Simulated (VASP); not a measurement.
Here is a VASP 6.6.1 calculation.

INCAR

```
SYSTEM = Zn2Cd3Se
ALGO = Fast
EDIFF = 1E-7
EDIFFG = -0.01
ENCUT = 600
GGA = PE
IBRION = 2
ISIF = 4
ISMEAR = 0
LASPH = .True.
LCHARG = .False.
LREAL = .False.
LWAVE = .False.
NELM = 60
NSW = 50
PREC = Accurate
SIGMA = 0.1
```

KPOINTS

```
k-points
0
Gamma
  8 8 4
  0 0 0
```

POSCAR

```
Zn2Cd3Se
1.0
    4.1662697511      0.0000000000      0.0000000000
    0.0000000000      4.1662697511      0.0000000000
    0.0000000000      0.0000000000      7.7509965995
Zn Cd Se
2 3 1
Direct
    0.5000000000      0.0000000000      0.7332415133
    0.0000000000      0.5000000000      0.2667584867
    0.0000000000      0.5000000000      0.7518127183
    0.5000000000      0.5000000000      0.5000000000
    0.5000000000      0.0000000000      0.2481872817
    0.0000000000      0.0000000000      0.0000000000
```

Potentials or basis: VASP PAW PBE potentials, release 64 (Zn, Cd, Se).

Command:

```bash
$ cat potpaw_PBE.64/Zn/POTCAR potpaw_PBE.64/Cd/POTCAR potpaw_PBE.64/Se/POTCAR > POTCAR
$ mpirun -np 1 vasp_std > vasp.out
```

Predict the band gap on the k mesh.

zero (bands 33 and 34 overlap by 2.64 eV).

Final structure:
```xyz
6
Lattice="4.1521 0.0000 0.0000 0.0000 4.1521 0.0000 0.0000 0.0000 7.8039" Properties=species:S:1:pos:R:3 pbc="T T T"
Zn    2.0761    0.0000    5.7319
Zn    0.0000    2.0761    2.0720
Cd    0.0000    2.0761    5.8642
Cd    2.0761    2.0761    3.9020
Cd    2.0761    0.0000    1.9397
Se    0.0000    0.0000    7.8039
```
